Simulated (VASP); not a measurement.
# Al: single point with LDA

Al:

```
Al
1.0
     4.48223    0.00000    0.00000
    -2.24112    3.88173    0.00000
     0.00000    0.00000    2.70078
Al
2
Direct
  0.33333 0.66667 0.00000
  0.66667 0.33333 0.00000
```

```json
{
 "Program": "VASP 6.6.1",
 "Task": "single point",
 "Functional": "LDA",
 "Potentials or basis": "VASP PAW LDA potentials, release 64 (Al)",
 "Cutoff": "520 eV",
 "k mesh": "7 × 7 × 10",
 "Occupations": "fermi-dirac, width 0.05 eV",
 "Spin": "no spin polarisation"
}
```

The pressure is 0.0 GPa and the band gap on the k mesh is zero (band 3 reaches 6.61 eV, above the bottom of band 4 at 3.08 eV).

Levels at points of the mesh, in eV from the Fermi level:
```
           k point  band 1  band 2  band 3  band 4  band 5  band 6  band 7
(0.00, 0.00, 0.00)   -9.00   -0.88   -0.88   -0.51    2.20    2.20    5.37
(0.00, 0.00, 0.50)   -4.46   -3.65    2.50    2.50    2.74    5.46    5.46
```

Run time: 25 s on 1 thread of AMD EPYC 7R13 Processor (Zen 3), with other jobs on the host, peak memory 0.11 GiB.
